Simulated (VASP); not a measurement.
# B (P6_3/mmc) in VASP: notebook

Runs on B. Level: PBE. Tasks: single point, relaxation of cell and atoms.

All numbers are computed with VASP 6.6.1; they aren't measurements. Logs are shortened: lines on timing, memory, paths and dates and some standing lists are left out, and cuts for length are marked.

### 1 The cell of the first run

The structure is hexagonal, space group P6_3/mmc (No. 194). The conventional cell has a = 1.656 Å, b = 1.656 Å, c = 5.375 Å, α = 90.00°, β = 90.00°, γ = 120.00°. Within 2.2 Å of B (site symmetry -6m2) lie 6 B at 1.66 Å.

### 2 Single point, PBE

The input, INCAR:

```
PREC = Accurate
ENCUT = 520
EDIFF = 1E-6
ISMEAR = -1
SIGMA = 0.1
LREAL = False
LASPH = True
NELM = 100
ALGO = Normal
ISIF = 2
LWAVE = False
LCHARG = False
GGA = PE
NBANDS = 10
```

The input, KPOINTS:

```
Automatic mesh
0
Gamma
  22 22 12
```

The input, POSCAR:

```
B
1.0
    1.6561010665      0.0000000000      0.0000000000
   -0.8280505333      1.4342255948      0.0000000000
    0.0000000000      0.0000000000      5.3751464886
B
2
Direct
    0.3333333333      0.6666666667      0.2500000000
    0.6666666667      0.3333333333      0.7500000000
```

Potentials or basis: VASP PAW PBE potentials, release 64 (B).

On the command line:

```sh
$ cat potpaw_PBE.64/B/POTCAR > POTCAR
$ mpirun -np 1 vasp_std > vasp.out
```

OUTCAR:

```text
PREC = Accurate
   ENCUT = 520
   EDIFF = 1E-6
   ISMEAR = -1
   LREAL = False
   LASPH = True
   NELM = 100
   ISIF = 2
   GGA = PE

 ion  position               nearest neighbor table
   1  0.333  0.667  0.250-
   2  0.667  0.333  0.750-

  LATTYP: Found a hexagonal cell.
 ALAT       =     1.6561010665
 C/A-ratio  =     3.2456633217

  Lattice vectors:

 A1 = (   1.6561010665,   0.0000000000,   0.0000000000)
 A2 = (  -0.8280505333,   1.4342255948,   0.0000000000)
 A3 = (   0.0000000000,   0.0000000000,   5.3751464886)

Analysis of symmetry for initial positions (statically):
=====================================================================
 Subroutine PRICEL returns:
 Original cell was already a primitive cell.

 Routine SETGRP: Setting up the symmetry group for a
 hexagonal supercell.

 Subroutine GETGRP returns: Found 24 space group operations
 (whereof 12 operations were pure point group operations)
 out of a pool of 24 trial point group operations.

The static configuration has the point symmetry D_3d.
 The point group associated with its full space group is D_6h.

Analysis of symmetry for dynamics (positions and initial velocities):
=====================================================================
 Subroutine PRICEL returns:
 Original cell was already a primitive cell.

 Routine SETGRP: Setting up the symmetry group for a
 hexagonal supercell.

 Subroutine GETGRP returns: Found 24 space group operations
 (whereof 12 operations were pure point group operations)
 out of a pool of 24 trial point group operations.

The dynamic configuration has the point symmetry D_3d.
 The point group associated with its full space group is D_6h.

 Subroutine INISYM returns: Found 24 space group operations
 (whereof 12 operations are pure point group operations),
 and found     1 'primitive' translations

----------------------------------------------------------------------------------------

                                     Primitive cell

  volume of cell :      12.7672

  direct lattice vectors                    reciprocal lattice vectors
     1.656101066  0.000000000  0.000000000     0.603827882  0.348620190  0.000000000
    -0.828050533  1.434225595  0.000000000     0.000000000  0.697240381  0.000000000
     0.000000000  0.000000000  5.375146489     0.000000000  0.000000000  0.186041441

  length of vectors
     1.656101066  1.656101067  5.375146489     0.697240381  0.697240381  0.186041441

  position of ions in fractional coordinates (direct lattice)
     0.333333333  0.666666667  0.250000000
     0.666666667  0.333333333  0.750000000

  ion indices of the primitive-cell ions
   primitive index   ion index
                 1           1
                 2           2

----------------------------------------------------------------------------------------

 KPOINTS: Automatic mesh

Automatic generation of k-mesh.
 Grid dimensions read from file:
 generate k-points for:   22   22   12

 Generating k-lattice:

  Cartesian coordinates                     Fractional coordinates (reciprocal lattice)
     0.027446722  0.015846372  0.000000000     0.045454545 -0.000000000  0.000000000
     0.000000000  0.031692745  0.000000000     0.000000000  0.045454545  0.000000000
     0.000000000  0.000000000  0.015503453     0.000000000  0.000000000  0.083333333

  Length of vectors
     0.031692745  0.031692745  0.015503453

  Shift w.r.t. Gamma in fractional coordinates (k-lattice)
     0.000000000  0.000000000  0.000000000

 Subroutine IBZKPT returns following result:
 ===========================================

 Found    364 irreducible k-points:

 Following reciprocal coordinates:
            Coordinates               Weight
  0.000000  0.000000  0.000000      1.000000
  0.045455  0.000000  0.000000      6.000000
  0.090909  0.000000  0.000000      6.000000
  0.136364  0.000000  0.000000      6.000000
  0.181818  0.000000  0.000000      6.000000
  0.227273  0.000000  0.000000      6.000000
[... 16 lines left out ...]
  0.090909  0.090909  0.000000      6.000000
  0.136364  0.090909  0.000000     12.000000
 [... further k-points ...]
   k-points           NKPTS =    364   k-points in BZ     NKDIM =    364   number of bands    NBANDS=     10
   number of dos      NEDOS =    301   number of ions     NIONS =      2
   total plane-waves  NPLWV =   5760
   dimension x,y,z NGX =    12 NGY =   12 NGZ =   40
   dimension x,y,z NGXF=    24 NGYF=   24 NGZF=   80
   ions per type =               2
   NGX,Y,Z   is equivalent  to a cutoff of  12.05, 12.05, 12.37 a.u.
   NGXF,Y,Z  is equivalent  to a cutoff of  24.09, 24.09, 24.74 a.u.
 SYSTEM =  unknown system
   PREC   = accura    normal or accurate (medium, high low for compatibility)
   ISTART =      0    job   : 0-new  1-cont  2-samecut
   ICHARG =      2    charge: 1-file 2-atom 10-const
   ISPIN  =      1    spin polarized calculation?
   LNONCOLLINEAR =      F non collinear calculations
[... 28 lines left out ...]
   LORBIT       =      0    0 simple, 1 ext, 2 COOP (PROOUT), +10 PAW based schemes
   GGA     = PE    functional components
   LHFCALC =     F    Hartree Fock is set to
   AEXX    =    0.0000 exact exchange contribution
   IVDW    =     0    specifies the selected vdW correction
   LEPSILON=     F    determine dielectric tensor
   LRPA    =     F    only Hartree local field effects (RPA)
 non-spin polarized calculation
  energy-cutoff  :      520.00
  volume of cell :       12.77
 maximum number of plane-waves:       363
   NGX =  7   NGY =  7   NGZ = 19

 number of electron       6.0000000 magnetization

 Free energy of the ion-electron system (eV)
  ---------------------------------------------------
  ext. energy  EPLUGINS =         0.00000000
  ---------------------------------------------------
  free energy    TOTEN  =       -11.50426864 eV

  energy without entropy =      -11.49097907  energy(sigma->0) =      -11.49762385

 E-fermi :   9.0008     XC(G=0): -12.1594

 val. band max:        8.9635043652   @ k =   0.3636   0.2273   0.3333
 cond. band min:       9.0011244493   @ k =   0.1818   0.1818   0.3333
 fundamental gap:      0.0376200842
 Fermi energy:         9.0008145201

 k-point     1 :       0.0000    0.0000    0.0000
  band No.  band energies     occupation
      1      -9.8698      2.00000
      2      -7.7089      2.00000
      3      -2.3197      2.00000
      4       4.7041      2.00000
      5      14.7581      0.00000
      6      29.4182      0.00000
      7      35.8969      0.00000
      8      35.8969      0.00000
      9      35.9803      0.00000
     10      35.9803      0.00000

 k-point     2 :       0.0455    0.0000    0.0000
  band No.  band energies     occupation
      1      -9.7655      2.00000
      2      -7.6190      2.00000
      3      -2.1727      2.00000
      4       4.8454      2.00000
      5      14.8458      0.00000
      6      29.5379      0.00000
      7      34.8062      0.00000
      8      35.5366      0.00000
      9      35.5778      0.00000
     10      35.6528      0.00000

 k-point     3 :       0.0909    0.0000    0.0000
  band No.  band energies     occupation
      1      -9.4532      2.00000
      2      -7.3496      2.00000
      3      -1.7320      2.00000
      4       5.2688      2.00000
      5      15.1042      0.00000
      6      29.8916      0.00000
      7      32.8747      0.00000
      8      34.3514      0.00000
      9      34.5901      0.00000
     10      34.7597      0.00000

 k-point     4 :       0.1364    0.0000    0.0000
  band No.  band energies     occupation
      1      -8.9350      2.00000
      2      -6.9018      2.00000
      3      -0.9984      2.00000
      4       5.9716      2.00000
      5      15.5174      0.00000
      6      30.4594      0.00000
      7      30.4600      0.00000
      8      32.3561      0.00000
      9      33.3092      0.00000
     10      33.5231      0.00000
[... 222 lines left out ...]
 k-point    22 :       0.4545    0.0455    0.0000
  band No.  band energies     occupation
      1      -0.5868      2.00000
      2      -0.1336      2.00000
      3      10.2552      0.00001
      4      11.5345      0.00000
      5      12.9113      0.00000
      6      15.6468      0.00000
      7      22.2319      0.00000
      8      25.6019      0.00000
      9      25.8421      0.00000
     10      26.5833      0.00000

 k-point    23 :       0.0909    0.0909    0.0000
  band No.  band energies     occupation
      1      -8.6248      2.00000
      2      -6.6330      2.00000
      3      -0.5588      2.00000
      4       6.3916      2.00000
      5      15.7664      0.00000
      6      30.2082      0.00000
      7      30.7883      0.00000
      8      31.1148      0.00000
      9      31.3285      0.00000
     10      32.6180      0.00000

 k-point    24 :       0.1364    0.0909    0.0000
  band No.  band energies     occupation
      1      -7.9058      2.00000
      2      -6.0089      2.00000
      3       0.4649      2.00000
      4       7.3659      2.00000
      5      16.2986      0.00000
      6      27.7488      0.00000
      7      28.7393      0.00000
      8      29.3488      0.00000
      9      31.4437      0.00000
     10      31.4978      0.00000

 [... further k-points ...]
[... 5 lines left out ...]
  --------------------------------------------------------------------------------------
  -------------------------------------------------------------------------------------
  Total        3.3486988      3.3486988      3.3394572     -0.0000000     -0.0000000      0.0000000
  in kB      420.2348445    420.2348445    419.0750928     -0.0000000     -0.0000000      0.0000000
  external PRESSURE =     419.8482606 kB  Pullay stress =       0.0000000 kB

 VOLUME and BASIS-vectors are now :
 -----------------------------------------------------------------------------
  energy-cutoff  :      520.00
  volume of cell :       12.77
      direct lattice vectors                 reciprocal lattice vectors
     1.656101066  0.000000000  0.000000000     0.603827882  0.348620190  0.000000000
    -0.828050533  1.434225595  0.000000000     0.000000000  0.697240381  0.000000000
     0.000000000  0.000000000  5.375146489     0.000000000  0.000000000  0.186041441

 POSITION                                       TOTAL-FORCE (eV/Angst)
 -----------------------------------------------------------------------------------
     -0.00000      0.95615      1.34379         0.000000      0.000000      0.000000
      0.82805      0.47808      4.03136        -0.000000     -0.000000      0.000000
 -----------------------------------------------------------------------------------
    total drift:                                0.000000     -0.000000      0.000000

  FREE ENERGIE OF THE ION-ELECTRON SYSTEM (eV)
  ---------------------------------------------------
  free  energy   TOTEN  =       -11.5042686357 eV

  energy  without entropy=      -11.4909790735  energy(sigma->0) =      -11.49762385
```

Run time: 17 s. Hardware: 1 thread of Intel Xeon Platinum 8559C (Emerald Rapids), shared host; peak memory 0.14 GiB.

Results:

| Quantity | Value |
| --- | --- |
| Free energy | -11.5043 eV |
| Pressure | 42.0 GPa |
| Band gap on the k mesh | zero (band 3 reaches 12.40 eV, above the bottom of band 4 at 0.83 eV) |

### 3 Single point, PBE

The input, INCAR:

```
SYSTEM = B
PREC = Accurate ; ENCUT = 520
EDIFF = 1E-6 ; ISMEAR = -1
SIGMA = 0.1 ; LREAL = .FALSE.
LASPH = .TRUE. ; NELM = 60
ALGO = Normal ; ISIF = 2
LWAVE = .FALSE. ; LCHARG = .FALSE.
GGA = PE ; NBANDS = 10
```

The input, KPOINTS:

```
regular mesh
0
G
  22 22 12
  0 0 0
```

The input, POSCAR:

```
B
1.0
    1.6559342044      0.0000000000      0.0000000000
   -0.8279671022      1.4340810880      0.0000000000
    0.0000000000      0.0000000000      5.3758745068
B
2
Direct
    0.3333333333      0.6666666667      0.2500000000
    0.6666666667      0.3333333333      0.7500000000
```

Potentials or basis: VASP PAW PBE potentials, release 64 (B).

On the command line:

```sh
$ cat potpaw_PBE.64/B/POTCAR > POTCAR
$ mpirun -np 1 vasp_std > vasp.out
```

Wall time 16 s (1 thread of Intel Xeon Platinum 8559C (Emerald Rapids), shared host); peak memory 0.14 GiB.

It converged, with:

```yaml
Free_energy: -11.5040 eV
Pressure: 42.1 GPa
Band_gap_on_the_k_mesh: zero (band 3 reaches 12.40 eV, above the bottom of band 4 at 0.83 eV)
```

Stress tensor (GPa, compression positive):
```
42.16  0.00  0.00
 0.00 42.16  0.00
 0.00  0.00 41.88
```

Levels at points of the mesh, in eV from the Fermi level:
| k point | band 1 | band 2 | band 3 | band 4 | band 5 | band 6 |
| --- | --- | --- | --- | --- | --- | --- |
| (0.00, 0.00, 0.00) | -18.87 | -16.71 | -11.32 | -4.30 | 5.75 | 20.41 |
| (0.50, 0.00, 0.00) | -9.55 | -9.19 | 1.13 | 2.46 | 4.38 | 6.24 |
| (0.00, 0.00, 0.50) | -18.04 | -18.04 | -8.17 | -8.17 | 11.97 | 11.97 |
| (0.50, 0.00, 0.50) | -9.37 | -9.37 | 1.46 | 1.46 | 6.05 | 6.05 |

### 4 Relaxation of cell and atoms, PBE, target pressure 42 GPa, at which the enthalpy is minimised

This run uses another cell than the first one, of 5.21 Å³/atom, 0.815 times its volume.

The input, INCAR:

```
SYSTEM = B
ALGO     = Normal         ! electronic algorithm
EDIFF    = 1E-6           ! SCF threshold, eV
EDIFFG   = -0.005         ! ionic threshold
ENCUT    = 600            ! plane-wave cutoff, eV
GGA      = PE             ! functional
IBRION   = 2              ! ionic algorithm
ISIF     = 3              ! what is computed and relaxed
ISMEAR   = -1             ! smearing method
LASPH    = .TRUE.         ! aspherical terms in the spheres
LCHARG   = .FALSE.        ! write CHGCAR
LREAL    = .FALSE.        ! projectors in reciprocal space
LWAVE    = .FALSE.        ! write WAVECAR
NELM     = 100            ! most SCF steps
NSW      = 60             ! ionic steps
PREC     = Accurate       ! precision mode
PSTRESS  = 420.0        
SIGMA    = 0.1            ! smearing width, eV
```

The input, KPOINTS:

```
k-points
0
G
  22 22 12
  0 0 0
```

The input, POSCAR:

```
B
1.0
    1.9505191543      0.0000000000      0.0000000000
   -0.9752595772      1.6891991382      0.0000000000
    0.0000000000      0.0000000000      3.1598410300
B
2
Direct
    0.3333333333      0.6666666667      0.2500000000
    0.6666666667      0.3333333333      0.7500000000
```

On the command line:

```sh
$ cat potpaw_PBE.64/B/POTCAR > POTCAR
$ mpirun -np 1 vasp_std > vasp.out
```

It took 54 s on 1 thread of Intel Xeon 6975P-C (Granite Rapids), shared host; peak memory 0.14 GiB.

It converged, with:

| Item | Value |
| --- | --- |
| Free energy | -11.3747 eV |
| Relaxed volume | 6.24 Å³/atom |
| Relaxed cell | a = 1.658 Å, b = 1.658 Å, c = 5.240 Å, α = 90.00°, β = 90.00°, γ = 120.00° |
| Space group after relaxing (to 0.05 Å) | P6_3/mmc (No. 194) |
| Energy change on relaxing (the enthalpy is what falls) | -625.4 meV/atom |
| Ionic steps | 12 |
| Pressure after relaxing | 42.1 GPa |
| Band gap on the k mesh | zero (band 3 reaches 12.63 eV, above the bottom of band 4 at 1.28 eV) |

The path:
```
step  energy change (eV)  largest force (eV/Å)  pressure (GPa)  volume (Å³)
   1              0.0000                0.0000           45.41        10.41
   2             -0.0774                0.0000           38.67        10.58
   3             -0.2912                0.0000           26.27        11.03
   4             -0.6698                0.0000           18.81        11.79
   5             -1.2471                0.0000           23.77        12.75
   6              3.1148                0.0000          187.26        12.73
   7             -1.3160                0.0000           28.39        12.82
   8             -1.3384                0.0000           31.60        12.86
   9             -0.9823                0.0000           73.78        12.24
  10             -1.3216                0.0000           36.73        12.78
  11             -1.2348                0.0000           43.21        12.42
  12             -1.2508                0.0000           42.07        12.48
```

Final structure:
```
B
1.0
     1.65837    0.00000    0.00000
    -0.82918    1.43619    0.00000
     0.00000    0.00000    5.24040
B
2
Direct
  0.33333 0.66667 0.25000
  0.66667 0.33333 0.75000
```

Levels at points of the mesh, in eV from the Fermi level:
| k point | band 1 | band 2 | band 3 | band 4 | band 5 | band 6 | band 7 |
| --- | --- | --- | --- | --- | --- | --- | --- |
| (0.00, 0.00, 0.00) | -19.03 | -16.57 | -11.54 | -3.82 | 6.33 | 21.95 | 30.25 |
| (0.50, 0.00, 0.00) | -9.60 | -9.17 | 0.97 | 2.47 | 4.15 | 6.13 | 13.32 |
| (0.00, 0.00, 0.50) | -18.11 | -18.11 | -8.03 | -8.03 | 13.03 | 13.03 | 26.81 |
| (0.50, 0.00, 0.50) | -9.39 | -9.39 | 1.31 | 1.31 | 6.06 | 6.06 | 13.39 |

Caveat: the cell is relaxed towards a set pressure, so the enthalpy falls and the energy may rise; the volume moved by over 15 % at a fixed basis, so the end points are rough.

### 5 Relaxation of cell and atoms, PBE, target pressure 42 GPa, at which the enthalpy is minimised

The input, INCAR:

```
SYSTEM = B
PREC = Accurate ; ENCUT = 600
EDIFF = 1E-7 ; ISMEAR = -1
SIGMA = 0.1 ; LREAL = .FALSE.
LASPH = .TRUE. ; NELM = 60
ALGO = Normal ; ISIF = 3
LWAVE = .FALSE. ; LCHARG = .FALSE.
GGA = PE ; IBRION = 2
NSW = 32 ; EDIFFG = -0.005
PSTRESS = 420.0
```

The input, KPOINTS:

```
regular mesh
0
G
  22 22 12
  0 0 0
```

The input, POSCAR:

```
B
1.0
    1.6561010665      0.0000000000      0.0000000000
   -0.8280505333      1.4342255948      0.0000000000
    0.0000000000      0.0000000000      5.3751464887
B
2
Direct
    0.3333333333      0.6666666667      0.2500000000
    0.6666666667      0.3333333333      0.7500000000
```

On the command line:

```sh
$ cat potpaw_PBE.64/B/POTCAR > POTCAR
$ mpirun -np 1 vasp_std > vasp.out
```

Wall time 12 s (1 thread of Intel Xeon 6975P-C (Granite Rapids), shared host); peak memory 0.14 GiB.

The run converged. Its results:

| Quantity | Value |
| --- | --- |
| Free energy | -11.5066 eV |
| Pressure after relaxing | 41.9 GPa |
| Band gap on the k mesh | zero (band 3 reaches 12.40 eV, above the bottom of band 4 at 0.83 eV) |

Final structure:
```xyz
2
Lattice="1.6561 0.0000 0.0000 -0.8281 1.4342 0.0000 0.0000 0.0000 5.3751" Properties=species:S:1:pos:R:3 pbc="T T T"
B     0.0000    0.9562    1.3438
B     0.8281    0.4781    4.0314
```

Levels at points of the mesh, in eV from the Fermi level:
```tsv
k point	band 1	band 2	band 3	band 4	band 5	band 6	band 7
(0.00, 0.00, 0.00)	-18.87	-16.71	-11.32	-4.30	5.76	20.42	26.90
(0.50, 0.00, 0.00)	-9.55	-9.18	1.13	2.45	4.38	6.24	13.10
(0.00, 0.00, 0.50)	-18.03	-18.03	-8.17	-8.17	11.98	11.98	26.94
(0.50, 0.00, 0.50)	-9.37	-9.37	1.46	1.46	6.04	6.04	13.29
```

Caveat: the relaxation stopped at its first step, so nothing moved; the cell is relaxed towards a set pressure, so the enthalpy falls and the energy may rise.

### 6 Summary

| task | cell | cutoff (eV) | gap on the mesh (eV) | pressure (GPa) |
| --- | --- | --- | --- | --- |
| single point | a = 1.656, b = 1.656, c = 5.375 Å, angles 90.0, 90.0, 120.0°, 2 atoms | 520 | none | 42.0 |
| single point | a = 1.656, b = 1.656, c = 5.376 Å, angles 90.0, 90.0, 120.0°, 2 atoms | 520 | none | 42.1 |
| relaxation of cell and atoms | relaxed to 42 GPa from a = 1.951, b = 1.951, c = 3.160 Å, angles 90.0, 90.0, 120.0°, 2 atoms | 600 | none | 42.1 |
| relaxation of cell and atoms | relaxed to 42 GPa from a = 1.656, b = 1.656, c = 5.375 Å, angles 90.0, 90.0, 120.0°, 2 atoms | 600 | none | 41.9 |

Alike in all rows: level PBE; potentials or basis VASP PAW PBE potentials, release 64 (B); no spin polarisation; k mesh 22 × 22 × 12; smearing fermi-dirac 0.1 eV.

Caveats: the cell is relaxed towards a set pressure, so the enthalpy falls and the energy may rise (some runs); the volume moved by over 15 % at a fixed basis, so the end points are rough (some runs); the relaxation stopped at its first step, so nothing moved (some runs).

Total energies depend on the potentials used, so only differences within one code and one set of settings carry meaning.
